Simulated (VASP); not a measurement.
# Ti3Al5 (Pmmm) in VASP: single point with r2SCAN

Aim: the single point of Ti3Al5 with r2SCAN.

Everything below comes from runs of VASP 6.6.1. Logs are shortened: lines on timing, memory, paths and dates and some standing lists are left out, and cuts for length are marked.

### Step 1. The cell of the first run

The structure is orthorhombic, space group Pmmm (No. 47). The conventional cell has a = 3.902 Å, b = 4.023 Å, c = 8.555 Å, α = 90.00°, β = 90.00°, γ = 90.00°. Within 3.7 Å of Ti (site symmetry mm2) lie 10 Al at 2.80 to 3.03 Å and 2 Ti at 2.99 Å. Within 3.7 Å of Ti (site symmetry mmm) lie 8 Al at 2.80 to 2.89 Å and 4 Ti at 2.99 Å. Al (site symmetry mmm) has 8 Ti at 2.80 to 3.03 Å and 4 Al at 2.85 Å within 3.7 Å. Within 3.7 Å of Al (site symmetry mmm) lie 8 Al at 2.80 to 2.94 Å and 4 Ti at 2.84 Å. Al (site symmetry mmm) has 8 Al at 2.80 to 2.98 Å and 4 Ti at 2.80 Å within 3.7 Å. Within 3.7 Å of Al (site symmetry mm2) lie 6 Ti at 2.81 to 2.89 Å and 6 Al at 2.85 to 2.98 Å.

### Step 2. Single point, r2SCAN (strain +0.0600 x Voigt [0, 0, 1, 0, 0, 0])

The input, POSCAR:

```
Ti3Al5
1.0
    3.9016290122      0.0000000000      0.0000000000
    0.0000000000      4.0227228113      0.0000000000
    0.0000000000      0.0000000000      8.5548049279
Ti Al
3 5
Direct
    0.0000000000      0.5000000000      0.2648736031
    0.0000000000      0.5000000000      0.7351263969
    0.5000000000      0.5000000000      0.0000000000
    0.0000000000      0.0000000000      0.0000000000
    0.0000000000      0.0000000000      0.5000000000
    0.5000000000      0.5000000000      0.5000000000
    0.5000000000      0.0000000000      0.2423326362
    0.5000000000      0.0000000000      0.7576673638
```

The input, INCAR.step1:

```
PREC     = Accurate       # precision mode
ENCUT    = 520            # plane-wave cutoff, eV
ISMEAR   = 0              # smearing method
SIGMA    = 0.15           # smearing width, eV
LREAL    = F              # projectors in reciprocal space
LASPH    = T              # aspherical terms in the spheres
NELM     = 60             # most SCF steps
NBANDS   = 36             # bands
GGA      = PE             # functional
ALGO     = Normal         # electronic algorithm
EDIFF    = 1E-4           # SCF threshold, eV
LWAVE    = T              # write WAVECAR
LCHARG   = F              # write CHGCAR
```

The input, INCAR.step2:

```
PREC     = Accurate       # precision mode
ENCUT    = 520            # plane-wave cutoff, eV
EDIFF    = 1E-6           # SCF threshold, eV
ISMEAR   = 0              # smearing method
SIGMA    = 0.15           # smearing width, eV
LREAL    = F              # projectors in reciprocal space
LASPH    = T              # aspherical terms in the spheres
NELM     = 60             # most SCF steps
ALGO     = Normal         # electronic algorithm
ISIF     = 2              # what is computed and relaxed
LWAVE    = F              # write WAVECAR
LCHARG   = F              # write CHGCAR
METAGGA  = R2SCAN         # meta-GGA
LMIXTAU  = T            
NBANDS   = 36             # bands
ISTART   = 1
```

The input, KPOINTS:

```
regular mesh
0
Gamma
  10 10 6
```

Potentials or basis: VASP PAW PBE potentials, release 64 (Ti_sv, Al).

Command:

```bash
$ cat potpaw_PBE.64/Ti_sv/POTCAR potpaw_PBE.64/Al/POTCAR > POTCAR
$ cp INCAR.step1 INCAR
$ mpirun -np 1 vasp_std > vasp.out
$ cp INCAR.step2 INCAR
$ mpirun -np 1 vasp_std > vasp.out
```

OUTCAR:

```text
PREC = Accurate
   ENCUT = 520
   EDIFF = 1E-6
   ISMEAR = 0
   LREAL = F
   LASPH = T
   NELM = 60
   ISIF = 2
   METAGGA = R2SCAN
   ISTART = 1

 ion  position               nearest neighbor table
   1  0.000  0.500  0.265-   6 2.80   6 2.80   7 2.81   7 2.81   7 2.81   7 2.81   5 2.84   5 2.84
                             4 3.03   4 3.03
   2  0.000  0.500  0.735-   6 2.80   6 2.80   8 2.81   8 2.81   8 2.81   8 2.81   5 2.84   5 2.84
                             4 3.03   4 3.03
   3  0.500  0.500  0.000-   4 2.80   4 2.80   4 2.80   4 2.80   7 2.89   8 2.89   8 2.89   7 2.89

   4  0.000  0.000  0.000-   3 2.80   3 2.80   3 2.80   3 2.80   8 2.85   7 2.85   8 2.85   7 2.85
                             1 3.03   1 3.03   2 3.03   2 3.03
   5  0.000  0.000  0.500-   6 2.80   6 2.80   6 2.80   6 2.80   2 2.84   2 2.84   1 2.84   1 2.84
                             8 2.94   7 2.94   8 2.94   7 2.94
   6  0.500  0.500  0.500-   5 2.80   5 2.80   5 2.80   5 2.80   1 2.80   2 2.80   1 2.80   2 2.80
                             8 2.98   7 2.98   7 2.98   8 2.98
   7  0.500  0.000  0.242-   1 2.81   1 2.81   1 2.81   1 2.81   4 2.85   4 2.85   3 2.89   3 2.89
                             5 2.94   5 2.94   6 2.98   6 2.98
   8  0.500  0.000  0.758-   2 2.81   2 2.81   2 2.81   2 2.81   4 2.85   4 2.85   3 2.89   3 2.89
                             5 2.94   5 2.94   6 2.98   6 2.98

  LATTYP: Found a simple orthorhombic cell.
 ALAT       =     3.9016290122
 B/A-ratio  =     1.0310367282
 C/A-ratio  =     2.1926238761

  Lattice vectors:

 A1 = (   3.9016290122,   0.0000000000,   0.0000000000)
 A2 = (   0.0000000000,   4.0227228113,   0.0000000000)
 A3 = (   0.0000000000,   0.0000000000,   8.5548049279)

Analysis of symmetry for initial positions (statically):
=====================================================================
 Subroutine PRICEL returns:
 Original cell was already a primitive cell.

 Routine SETGRP: Setting up the symmetry group for a
 simple orthorhombic supercell.

 Subroutine GETGRP returns: Found  8 space group operations
 (whereof  8 operations were pure point group operations)
 out of a pool of  8 trial point group operations.

The static configuration has the point symmetry D_2h.

Analysis of symmetry for dynamics (positions and initial velocities):
=====================================================================
 Subroutine PRICEL returns:
 Original cell was already a primitive cell.

 Routine SETGRP: Setting up the symmetry group for a
 simple orthorhombic supercell.

 Subroutine GETGRP returns: Found  8 space group operations
[... 118 lines left out ...]
   NSW    =      0    number of steps for IOM
   IBRION =     -1    ionic relax: 0-MD 1-quasi-New 2-CG
   NFREE  =      0    steps in history (QN), initial steepest desc. (CG)
   ISIF   =      2    stress and relaxation
   ISYM   =      2    0-nonsym 1-usesym 2-fastsym
   POTIM  = 0.5000    time-step for ionic-motion
   TEBEG  =    0.0;   TEEND  =   0.0 temperature during run
   PSTRESS=    0.0 pullay stress
   NELECT =      51.0000    total number of electrons
   NUPDOWN=      -1.0000    fix difference up-down
   EMIN   =  10.00;   EMAX   =-10.00  energy-range for DOS
   EFERMI =   0.00;   METHOD = LEGACY
   ISMEAR =     0;   SIGMA  =   0.15  broadening in eV -4-tet -1-fermi 0-gaus
   EFERMI_NEDOS =   21; number of points for ismear=-14 and -15
   IALGO  =     38    algorithm
   IMIX   =      4    mixing-type and parameters
     AMIX     =   0.40;   BMIX     =  1.00
     AMIX_MAG =   1.60;   BMIX_MAG =  1.00
  volume/ion in A,a.u.               =      16.78       113.26
  Fermi-wavevector in a.u.,A,eV,Ry     =   1.185604  2.240466 19.125108  1.405656
  Thomas-Fermi vector in A             =   2.321794
   LORBIT       =      0    0 simple, 1 ext, 2 COOP (PROOUT), +10 PAW based schemes
   METAGGA = R2SCAN    functional components
   LHFCALC =     F    Hartree Fock is set to
   AEXX    =    0.0000 exact exchange contribution
   IVDW    =     0    specifies the selected vdW correction
   LEPSILON=     F    determine dielectric tensor
   LRPA    =     F    only Hartree local field effects (RPA)
 non-spin polarized calculation
 Gauss-broadening in eV      SIGMA  =   0.15
  energy-cutoff  :      520.00
  volume of cell :      134.27
 maximum number of plane-waves:      3644
 NGX is ok and might be reduce to    30
   NGX = 15   NGY = 15   NGZ = 31

 number of electron      51.0000005 magnetization

 Free energy of the ion-electron system (eV)
  ---------------------------------------------------
  ext. energy  EPLUGINS =         0.00000000
  ---------------------------------------------------
  free energy    TOTEN  =       -75.93491842 eV

  energy without entropy =      -75.87850986  energy(sigma->0) =      -75.90671414

 E-fermi :   7.9832     XC(G=0): -11.4704

 val. band max:        7.9808368581   @ k =   0.1000   0.0000   0.3333
 cond. band min:       7.9942312356   @ k =   0.5000   0.0000   0.0000
 fundamental gap:      0.0133943775
 Fermi energy:         7.9831798454

 k-point     1 :       0.0000    0.0000    0.0000
  band No.  band energies     occupation
      1     -51.1990      2.00000
      2     -51.1959      2.00000
      3     -51.0261      2.00000
      4     -26.5122      2.00000
      5     -26.5072      2.00000
      6     -26.4417      2.00000
[... 925 lines left out ...]
     35      10.5592      0.00000
     36      10.5903      0.00000

 [... further k-points ...]
[... 5 lines left out ...]
  --------------------------------------------------------------------------------------
  -------------------------------------------------------------------------------------
  Total       -3.0032952     -2.7835143     -9.4933970      0.0000000      0.0000000      0.0000000
  in kB      -35.8370634    -33.2145097   -113.2807291      0.0000000      0.0000000      0.0000000
  external PRESSURE =     -60.7774341 kB  Pullay stress =       0.0000000 kB

 VOLUME and BASIS-vectors are now :
 -----------------------------------------------------------------------------
  energy-cutoff  :      520.00
  volume of cell :      134.27
      direct lattice vectors                 reciprocal lattice vectors
     3.901629012  0.000000000  0.000000000     0.256303200  0.000000000  0.000000000
     0.000000000  4.022722811  0.000000000     0.000000000  0.248587846  0.000000000
     0.000000000  0.000000000  8.554804928     0.000000000  0.000000000  0.116893373

 POSITION                                       TOTAL-FORCE (eV/Angst)
 -----------------------------------------------------------------------------------
      0.00000      2.01136      2.26594         0.000000      0.000000      0.142827
      0.00000      2.01136      6.28886         0.000000      0.000000     -0.142827
      1.95081      2.01136      0.00000         0.000000      0.000000      0.000000
      0.00000      0.00000      0.00000         0.000000      0.000000      0.000000
      0.00000      0.00000      4.27740         0.000000      0.000000      0.000000
      1.95081      2.01136      4.27740         0.000000      0.000000      0.000000
      1.95081      0.00000      2.07311        -0.000000      0.000000     -0.112194
      1.95081      0.00000      6.48170         0.000000      0.000000      0.112194
 -----------------------------------------------------------------------------------
    total drift:                                0.000000      0.000000     -0.000000

  FREE ENERGIE OF THE ION-ELECTRON SYSTEM (eV)
  ---------------------------------------------------
  free  energy   TOTEN  =       -75.9349184175 eV

  energy  without entropy=      -75.8785098608  energy(sigma->0) =      -75.90671414
```

OUTCAR.step1:

```text
PREC = Accurate
   ENCUT = 520
   ISMEAR = 0
   LREAL = F
[... 1191 lines left out ...]
      0.00000      0.00000      4.27740         0.000000      0.000000     -0.000000
      1.95081      2.01136      4.27740         0.000000      0.000000     -0.000000
      1.95081      0.00000      2.07311         0.000000      0.000000     -0.130786
      1.95081      0.00000      6.48170         0.000000      0.000000      0.130786
 -----------------------------------------------------------------------------------
    total drift:                                0.000000      0.000000      0.000000

  FREE ENERGIE OF THE ION-ELECTRON SYSTEM (eV)
  ---------------------------------------------------
  free  energy   TOTEN  =       -45.3568401954 eV

  energy  without entropy=      -45.2948224659  energy(sigma->0) =      -45.32583133
```

Run time: 54 min. Hardware: 1 thread of Oxide Virtual Turin-like, shared host; peak memory 0.59 GiB.

Results:

```
Free energy            : -75.9349 eV
Pressure               : -6.1 GPa
Largest force          : 0.143 eV/Å
Band gap on the k mesh : zero (an odd number of electrons rules out a gap without spin polarisation)
```

Forces in eV/Å, atoms in the order of the input:
```
Ti   0.000  0.000  0.143
Ti   0.000  0.000 -0.143
Ti   0.000  0.000  0.000
Al   0.000  0.000  0.000
Al   0.000  0.000  0.000
Al   0.000  0.000  0.000
Al   0.000  0.000 -0.112
Al   0.000  0.000  0.112
```

Caveat: the cell differs from its parent crystal (strain +0.0600 x Voigt [0, 0, 1, 0, 0, 0]); the stress differs along the axes, from -11 to -3 GPa; the PAW data sets were made with another functional, which shifts forces and pressure a little.
